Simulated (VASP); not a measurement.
A run of VASP 6.6.1 is set up as follows.

The input INCAR:

```
PREC = Accurate
ENCUT = 520
EDIFF = 1E-6
ISMEAR = 0
SIGMA = 0.1
LREAL = F
LASPH = T
NELM = 100
ALGO = Normal
ISIF = 2
LWAVE = F
LCHARG = F
GGA = PE
NBANDS = 8
```

Contents of KPOINTS:

```
regular mesh
0
Gamma
  30 30 30
```

File POSCAR:

```
N
1.0
    0.0000000000      1.5603233500      1.5603233500
    1.5603233500      0.0000000000      1.5603233500
    1.5603233500      1.5603233500      0.0000000000
N
1
Direct
    0.0000000000      0.0000000000      0.0000000000
```

Potentials or basis: VASP PAW PBE potentials, release 64 (N).

The run is started by

```sh
$ cat potpaw_PBE.64/N/POTCAR > POTCAR
$ mpirun -np 1 vasp_std > vasp.out
```

(1) What does it give for the pressure?

## Answers

(1) -0.2 GPa.
